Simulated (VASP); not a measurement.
# SiC (P6_3mc) in VASP: further runs, part 2 of 2

VASP 6.6.1.

## (5) Single point, PBE (strain -1.0%)

File INCAR:

```
SYSTEM = SiC
ALGO = Normal
EDIFF = 1E-6
ENCUT = 520
GGA = PE
ISIF = 2
ISMEAR = 0
LASPH = .TRUE.
LCHARG = .FALSE.
LREAL = .FALSE.
LWAVE = .FALSE.
NBANDS = 16
NELM = 100
PREC = Accurate
SIGMA = 0.01
```

File KPOINTS:

```
k-points
0
G
  6 6 4
  0 0 0
```

File POSCAR:

```
SiC
1.0
    3.0446026768      0.0000000000      0.0000000000
   -1.5223013384      2.6367032626      0.0000000000
    0.0000000000      0.0000000000      4.9976270101
Si C
2 2
Direct
    0.3333333333      0.6666666667     -0.0003967663
    0.6666666667      0.3333333333      0.4996032337
    0.3333333333      0.6666666667      0.3753967663
    0.6666666667      0.3333333333      0.8753967663
```

Launch:

```console
$ cat potpaw_PBE.64/Si/POTCAR potpaw_PBE.64/C/POTCAR > POTCAR
$ mpirun -np 1 vasp_std > vasp.out
```

Wall time 6.1 s (1 thread of Intel Xeon 6975P-C (Granite Rapids), shared host); peak memory 0.15 GiB.

Results (log left out):

| Item | Value |
| --- | --- |
| Free energy | -30.0387 eV |
| Pressure | 10.7 GPa |
| Band gap on the k mesh | 2.21 eV, indirect (least direct gap 4.03 eV) |

Stress tensor (GPa, compression positive):
```
10.87  0.00  0.00
 0.00 10.87  0.00
 0.00  0.00 10.35
```

Levels at points of the mesh, in eV from the valence-band top:
```
           k point  band 5  band 6  band 7  band 8  band 9  band 10  band 11  band 12
(0.00, 0.00, 0.00)   -1.33   -0.12    0.00    0.00    5.06     6.53     6.85     6.85
(0.50, 0.00, 0.00)   -5.54   -3.38   -3.38   -1.20    2.83     4.25     7.11     7.25
(0.00, 0.00, 0.50)   -0.72   -0.72   -0.72   -0.72    6.16     6.16     7.51     7.51
(0.50, 0.00, 0.50)   -2.49   -2.49   -2.36   -2.36    3.35     3.35     5.39     5.39
```

Caveat: the cell differs from its parent crystal (strain -1.0%). A k mesh can miss the band edges.

## (6) Single point, PBE (strain +1.0%)

File INCAR:

```
SYSTEM = SiC
PREC     = Accurate       ! precision mode
ENCUT    = 520            ! plane-wave cutoff, eV
EDIFF    = 1E-6           ! SCF threshold, eV
ISMEAR   = 0              ! smearing method
SIGMA    = 0.01           ! smearing width, eV
LREAL    = .FALSE.        ! projectors in reciprocal space
LASPH    = .TRUE.         ! aspherical terms in the spheres
NELM     = 80             ! most SCF steps
ALGO     = Normal         ! electronic algorithm
ISIF     = 2              ! what is computed and relaxed
LWAVE    = .FALSE.        ! write WAVECAR
LCHARG   = .FALSE.        ! write CHGCAR
GGA      = PE             ! functional
NBANDS   = 16             ! bands
```

File KPOINTS:

```
regular mesh
0
G
  6 6 4
  0 0 0
```

File POSCAR:

```
SiC
1.0
    3.1061098016      0.0000000000      0.0000000000
   -1.5530549008      2.6899699951      0.0000000000
    0.0000000000      0.0000000000      5.0985891719
Si C
2 2
Direct
    0.3333333333      0.6666666667     -0.0004083989
    0.6666666667      0.3333333333      0.4995916011
    0.3333333333      0.6666666667      0.3754083989
    0.6666666667      0.3333333333      0.8754083989
```

Potentials or basis: VASP PAW PBE potentials, release 64 (Si, C).

Launch:

```console
$ cat potpaw_PBE.64/Si/POTCAR potpaw_PBE.64/C/POTCAR > POTCAR
$ mpirun -np 1 vasp_std > vasp.out
```

OUTCAR:

```text
SYSTEM = SiC
   PREC = Accurate
   ENCUT = 520
   EDIFF = 1E-6
   ISMEAR = 0
   LREAL = .FALSE.
   LASPH = .TRUE.
   NELM = 80
   ISIF = 2
   GGA = PE

 ion  position               nearest neighbor table
   1  0.333  0.667  1.000-   4 1.90   4 1.90   4 1.90   3 1.92   2 3.12   2 3.12   2 3.12   2 3.12
                             2 3.12   2 3.12
   2  0.667  0.333  0.500-   3 1.90   3 1.90   3 1.90   4 1.92   1 3.12   1 3.12   1 3.12   1 3.12
                             1 3.12   1 3.12
   3  0.333  0.667  0.375-   2 1.90   2 1.90   2 1.90   1 1.92
   4  0.667  0.333  0.875-   1 1.90   1 1.90   1 1.90   2 1.92

[... 598 lines left out ...]
  -------------------------------------------------------------------------------------
  Total       -0.7643834     -0.7643834     -0.8091499      0.0000000      0.0000000     -0.0000000
  in kB      -28.7479939    -28.7479939    -30.4316361      0.0000000      0.0000000     -0.0000000
  external PRESSURE =     -29.3092080 kB  Pullay stress =       0.0000000 kB

 VOLUME and BASIS-vectors are now :
 -----------------------------------------------------------------------------
  energy-cutoff  :      520.00
  volume of cell :       42.60
      direct lattice vectors                 reciprocal lattice vectors
     3.106109802  0.000000000  0.000000000     0.321946120  0.185875679  0.000000000
    -1.553054901  2.689969995  0.000000000     0.000000000  0.371751358  0.000000000
     0.000000000  0.000000000  5.098589172     0.000000000  0.000000000  0.196132688

 POSITION                                       TOTAL-FORCE (eV/Angst)
 -----------------------------------------------------------------------------------
     -0.00000      1.79331      5.09651         0.000000      0.000000     -0.009168
      1.55305      0.89666      2.54721         0.000000     -0.000000     -0.009168
     -0.00000      1.79331      1.91405         0.000000     -0.000000      0.009168
      1.55305      0.89666      4.46335        -0.000000      0.000000      0.009168
 -----------------------------------------------------------------------------------
    total drift:                               -0.000000      0.000000      0.000366

  FREE ENERGIE OF THE ION-ELECTRON SYSTEM (eV)
  ---------------------------------------------------
  free  energy   TOTEN  =       -30.0944746064 eV

  energy  without entropy=      -30.0944746064  energy(sigma->0) =      -30.09447461
```

OSZICAR:

```text
N       E                     dE             d eps       ncg     rms          rms(c)
DAV:   1     0.255880830262E+02    0.25588E+02   -0.69454E+03   672   0.880E+02
DAV:   2    -0.311422698806E+02   -0.56730E+02   -0.52975E+02   944   0.160E+02
DAV:   3    -0.336458581581E+02   -0.25036E+01   -0.24931E+01   912   0.305E+01
DAV:   4    -0.336655044528E+02   -0.19646E-01   -0.19644E-01   760   0.329E+00
DAV:   5    -0.336656910737E+02   -0.18662E-03   -0.18662E-03   904   0.305E-01    0.121E+01
DAV:   6    -0.301663627813E+02    0.34993E+01   -0.63726E+00   856   0.154E+01    0.539E+00
DAV:   7    -0.301116867181E+02    0.54676E-01   -0.10420E+00   936   0.595E+00    0.242E+00
DAV:   8    -0.300955925269E+02    0.16094E-01   -0.43815E-02   752   0.136E+00    0.611E-01
DAV:   9    -0.300941120991E+02    0.14804E-02   -0.73805E-03   840   0.580E-01    0.125E-01
DAV:  10    -0.300944454612E+02   -0.33336E-03   -0.10611E-03   808   0.187E-01    0.579E-02
DAV:  11    -0.300944728652E+02   -0.27404E-04   -0.10441E-04   792   0.716E-02    0.137E-02
DAV:  12    -0.300944740157E+02   -0.11505E-05   -0.72689E-06   888   0.171E-02    0.407E-03
DAV:  13    -0.300944746064E+02   -0.59069E-06   -0.47280E-07   552   0.463E-03
   1 F= -.30094475E+02 E0= -.30094475E+02  d E =-.488068E-16
```

Wall time 5.5 s (1 thread of Intel Xeon 6975P-C (Granite Rapids), shared host); peak memory 0.15 GiB.

What came out:

| Item | Value |
| --- | --- |
| Free energy | -30.0945 eV |
| Pressure | -2.9 GPa |
| Largest force | 0.009 eV/Å |
| Band gap on the k mesh | 2.32 eV, indirect (least direct gap 3.91 eV) |

Forces on the atoms (eV/Å):
```
Si   0.000  0.000 -0.009
Si   0.000  0.000 -0.009
C    0.000  0.000  0.009
C    0.000  0.000  0.009
```

Stress tensor (GPa, compression positive):
```
-2.87  0.00  0.00
 0.00 -2.87  0.00
 0.00  0.00 -3.04
```

Levels at points of the mesh, in eV from the valence-band top:
```csv
k point,band 4,band 5,band 6,band 7,band 8,band 9,band 10,band 11,band 12,band 13
"(0.00, 0.00, 0.00)",-1.30,-1.30,-0.11,0.00,0.00,4.56,5.89,6.49,6.49,7.50
"(0.50, 0.00, 0.00)",-6.22,-5.33,-3.26,-3.20,-1.19,2.73,4.19,6.65,7.01,9.77
"(0.00, 0.00, 0.50)",-4.39,-0.71,-0.71,-0.71,-0.71,5.64,5.64,7.19,7.19,7.19
"(0.50, 0.00, 0.50)",-8.13,-2.40,-2.40,-2.30,-2.30,3.22,3.22,5.13,5.13,10.16
```

Caveat: the cell differs from its parent crystal (strain +1.0%).

## (7) The runs side by side

| cell | gap on the mesh (eV) | pressure (GPa) |
| --- | --- | --- |
| a = 2.952, b = 2.952, c = 4.846 Å, angles 90.0, 90.0, 120.0°, 4 atoms | 2.03 | 38.5 |
| a = 2.983, b = 2.983, c = 4.897 Å, angles 90.0, 90.0, 120.0°, 4 atoms | 2.09 | 28.1 |
| a = 3.014, b = 3.014, c = 4.947 Å, angles 90.0, 90.0, 120.0°, 4 atoms | 2.15 | 18.9 |
| a = 3.045, b = 3.045, c = 4.998 Å, angles 90.0, 90.0, 120.0°, 4 atoms | 2.21 | 10.7 |
| a = 3.106, b = 3.106, c = 5.099 Å, angles 90.0, 90.0, 120.0°, 4 atoms | 2.32 | -2.9 |

Alike in all rows: task single point; level PBE; potentials or basis VASP PAW PBE potentials, release 64 (Si, C); no spin polarisation; k mesh 6 × 6 × 4; cutoff (eV) 520; smearing gaussian 0.01 eV.

Absolute energies hang on the potentials; compare differences alone.
